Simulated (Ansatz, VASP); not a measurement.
## NaAl3O in VASP and in Ansatz

```xyz
5
Lattice="5.1468 0.0000 0.0000 0.0000 5.1468 0.0000 0.0000 0.0000 5.1468" Properties=species:S:1:pos:R:3 pbc="T T T"
Na    0.0000    0.0000    0.0000
Al    2.5734    0.0000    0.0000
Al    0.0000    2.5734    0.0000
Al    0.0000    0.0000    2.5734
O     2.5734    2.5734    2.5734
```

Alike in both runs: task single point; functional PBE; k mesh 4 × 4 × 4; occupations gaussian, width 0.1 eV; collinear spin.

```csv
,VASP,Ansatz
version,VASP 6.6.1,Ansatz 0.2.0
potentials or method,"VASP PAW PBE potentials, release 64 (Na_pv, Al, O), cutoff 520 eV","scalar-relativistic, plane waves, PAW"
valence electrons in the cell,22,24
```

Ansatz gave:

```
gap on the k mesh at the Fermi level (eV)                     : none
pressure (GPa)                                                : 0.2
net moment per atom (μB)                                      : 0.09
size of the moment on the site where the two differ most (μB) : 0.53
```

Q: Which values does VASP return?

A: gap on the k mesh at the Fermi level (eV): none; pressure (GPa): 0.0; net moment per atom (μB): 0.00; size of the moment on the site where the two differ most (μB): 0.00.

Site moments also hang on the region over which each program counts them. A gap of «none» marks a metal or a gap that the smearing closes. VASP's potentials hold 22 valence electrons a cell and Ansatz's 24, so a difference there can come from the potentials and not from the codes.
